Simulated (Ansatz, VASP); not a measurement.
One calculation of NbGaSe3, two programs

```
Nb Ga Se
1.0
     4.60449    0.00000    0.00000
     0.00000    4.60449    0.00000
     0.00000    0.00000    4.60449
Nb Ga Se
1 1 3
Direct
  0.00000 0.00000 0.00000
  0.50000 0.50000 0.50000
  0.00000 0.50000 0.50000
  0.50000 0.00000 0.50000
  0.50000 0.50000 0.00000
```

Change from the starting cell: species swapped into the KCuCl3 type (Pm-3m, No. 221).

Alike in both runs: task single point; functional PBE; k mesh 4 × 4 × 4; occupations gaussian, width 0.1 eV; collinear spin.

|  | VASP | Ansatz |
| --- | --- | --- |
| version | VASP 6.6.1 | Ansatz 0.2.0 |
| potentials or method | VASP PAW PBE potentials, release 64 (Nb_sv, Ga_d, Se), cutoff 520 eV | scalar-relativistic, plane waves, PAW |
| valence electrons in the cell | 44 | 74 |

Ansatz gave:

* gap on the k mesh at the Fermi level (eV): none
* pressure (GPa): 16.1
* net moment per atom (μB): 0.36
* size of the moment on the site where the two differ most (μB): 1.91

Question: Which values does VASP return?

Answer: gap on the k mesh at the Fermi level (eV): none; pressure (GPa): 16.2; net moment per atom (μB): 0.36; size of the moment on the site where the two differ most (μB): 1.69.

Site moments also hang on the region over which each program counts them. A gap of «none» marks a metal or a gap that the smearing closes. The functional is the same, so the differences come from potentials, cutoffs and numerics. VASP's potentials hold 44 valence electrons a cell and Ansatz's 74, so a difference there can come from the potentials and not from the codes. Ansatz's warnings: no starting moments.
